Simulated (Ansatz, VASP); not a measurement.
# Pt: VASP beside Ansatz

Contents of INCAR:

```
ALGO = Fast ; EDIFF = 1E-7
ENCUT = 520 ; GGA = PS
ISIF = 2 ; ISMEAR = 0
LASPH = True ; LCHARG = True
LELF = True ; LREAL = False
LVHAR = True ; LWAVE = False
NBANDS = 28 ; NELM = 60
PREC = Accurate ; SIGMA = 0.15
```

File KPOINTS:

```
k-points
0
Gamma
  22 14 14
```

Contents of POSCAR:

```
Pt
1.0
   -2.7251696203      0.0000000000      0.0000000000
    0.0000000000      0.0000000000     -4.7068056308
    0.0000000000     -4.7201322416      0.0000000000
Pt
4
Direct
    1.0000000000      0.2420328131      0.3333333333
    0.5000000000      0.2420328131      0.8333333333
    0.5000000000      0.7579671869      0.1666666667
    0.0000000000      0.7579671869      0.6666666667
```

Input for Ansatz:

```yaml
crystal:
  lattice:
    - [-2.7251696203, 0.0, 0.0]
    - [0.0, 0.0, -4.7068056308]
    - [0.0, -4.7201322416, 0.0]
  atoms:
    - { symbol: Pt, position: [1.0, 0.2420328131, 0.3333333333] }
    - { symbol: Pt, position: [0.5, 0.2420328131, 0.8333333333] }
    - { symbol: Pt, position: [0.5, 0.7579671869, 0.1666666667] }
    - { symbol: Pt, position: [0.0, 0.7579671869, 0.6666666667] }
basis:
  ecutwfc: 420
kpoints:
  mp_grid: { grid: [22, 14, 14] }
hamiltonian:
  xc: pbesol
scf:
  occupations: { method: gaussian, width: 0.15 }
output:
  forces: true
  stress: true
  eigenvalues: true
```

Change from the starting cell: mode 11 (180.4 1/cm) frozen in, largest displacement +0.037 Å.

Alike in both runs: task single point; functional PBEsol; k mesh 22 × 14 × 14; occupations gaussian, width 0.15 eV; no spin polarisation.

```csv
,VASP,Ansatz
version,VASP 6.6.1,Ansatz 0.2.0
potentials or method,"VASP PAW PBE potentials, release 64 (Pt), cutoff 520 eV","scalar-relativistic, plane waves, PAW"
valence electrons in the cell,40,72
```

|  | VASP | Ansatz | Ansatz less VASP |
| --- | --- | --- | --- |
| gap on the k mesh at the Fermi level (eV) | none | none | - |
| pressure (GPa) | 0.6 | 1.0 | +0.40 |
| traceless stress, the component that is largest in VASP (GPa) | -0.37 | -0.26 | +0.108 |
| rms of the force components (eV/Å) | 0.507 | 0.510 | +0.0026 |

VASP's potentials were made for PBE, not for PBEsol. Atom by atom the forces differ by 0.003 eV/Å (rms over components). A gap of «none» marks a metal or a gap that the smearing closes. The functional is the same, so the differences come from potentials, cutoffs and numerics. VASP's potentials hold 40 valence electrons a cell and Ansatz's 72, so a difference there can come from the potentials and not from the codes.

Spin-orbit coupling is off throughout.
